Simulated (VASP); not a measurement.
Write the native input for VASP 6.6.1 that does the following.

| Item | Value |
| --- | --- |
| Task | relaxation of shape and atoms at fixed volume |
| Functional | r2SCAN |
| Potentials or basis | VASP PAW PBE potentials, release 64 (Zr_sv, C) |
| Cutoff | 600 eV |
| k mesh | 12 × 12 × 12 |
| Occupations | gaussian, width 0.05 eV |
| Spin | no spin polarisation |
| Dipole correction | no |
| Further INCAR settings | ALGO = Normal; EDIFF = 1e-06; IBRION = 2; EDIFFG = -0.01; NSW = 60; ISIF = 4 |

ZrC:

```
Zr C
1.0
     3.29460    0.00000    0.00000
    -1.64730    2.85320    0.00000
     0.00000    0.00000    2.95046
Zr C
1 1
Direct
  0.00000 0.00000 0.00000
  0.66667 0.33333 0.50000
```

This cell differs from its parent crystal: volume scaled by 1.020.

These files were run (other wordings do the same):

POSCAR

```
ZrC
1.0
    3.2945950761      0.0000000000      0.0000000000
   -1.6472975381      2.8532030311      0.0000000000
    0.0000000000      0.0000000000      2.9504582248
Zr C
1 1
Direct
    0.0000000000      0.0000000000      0.0000000000
    0.6666666667      0.3333333333      0.5000000000
```

INCAR.step1

```
  PREC = Accurate
  ENCUT = 600
  ISMEAR = 0
  SIGMA = 0.05
  LREAL = F
  LASPH = T
  NELM = 60
  GGA = PE
  ALGO = Normal
  EDIFF = 1E-4
  LWAVE = T
  LCHARG = F
```

INCAR.step2

```
  PREC = Accurate
  ENCUT = 600
  EDIFF = 1E-6
  ISMEAR = 0
  SIGMA = 0.05
  LREAL = F
  LASPH = T
  NELM = 60
  ALGO = Normal
  ISIF = 4
  LWAVE = F
  LCHARG = F
  METAGGA = R2SCAN
  LMIXTAU = T
  IBRION = 2
  NSW = 60
  EDIFFG = -0.01
  ISTART = 1
```

KPOINTS

```
regular mesh
0
Gamma
  12 12 12
```

Potentials or basis: VASP PAW PBE potentials, release 64 (Zr_sv, C).

Command:

```bash
$ cat potpaw_PBE.64/Zr_sv/POTCAR potpaw_PBE.64/C/POTCAR > POTCAR
$ cp INCAR.step1 INCAR
$ mpirun -np 1 vasp_std > vasp.out
$ cp INCAR.step2 INCAR
$ mpirun -np 1 vasp_std > vasp.out
```

It gave:

```
Energy gained by relaxing : 0.0 meV/atom
Ionic steps               : 3
Pressure after relaxing   : -3.6 GPa
Band gap on the k mesh    : zero (band 8 reaches 8.99 eV, above the bottom of band 9 at 8.72 eV)
```

Caveat: the PAW data sets were made with another functional, which shifts forces and pressure a little.

Wall time 9.5 min on 1 thread of Intel Xeon 8259CL (shared host), peak memory 0.21 GiB.
